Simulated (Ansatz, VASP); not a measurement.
# NiBr3 in VASP and in Ansatz

```
Ni Br
1.0
     5.10000    0.00000    0.00000
     0.00000    5.10000    0.00000
     0.00000    0.00000    5.10000
Ni Br
1 3
Cartesian
  0.0000 0.0000 0.0000
  2.5500 0.0000 0.0000
  0.0000 2.5500 0.0000
  0.0000 0.0000 2.5500
```

Alike in both runs: task relaxation of cell and atoms; functional PBE; k mesh 10 × 10 × 10; occupations gaussian, width 0.1 eV; no spin polarisation.

```csv
,VASP,Ansatz
version,VASP 6.6.1,Ansatz 0.2.0
potentials or method,"VASP PAW PBE potentials, release 64 (Ni, Br), cutoff 600 eV","scalar-relativistic, plane waves, PAW"
valence electrons in the cell,31,39
```

VASP gave:

| Property | Result |
| --- | --- |
| gap on the k mesh at the Fermi level, each at its own relaxed structure (eV) | none |
| relaxed volume (Å³/atom) | 29.80 |
| relaxed length of the cell vector where the two differ most in proportion (Å) | 4.921 |

Question: What did Ansatz give for the same quantities?

Answer: gap on the k mesh at the Fermi level, each at its own relaxed structure (eV): none; relaxed volume (Å³/atom): 29.77; relaxed length of the cell vector where the two differ most in proportion (Å): 4.920.

A gap of «none» marks a metal or a gap that the smearing closes. VASP's potentials hold 31 valence electrons a cell and Ansatz's 39, so a difference there can come from the potentials and not from the codes.
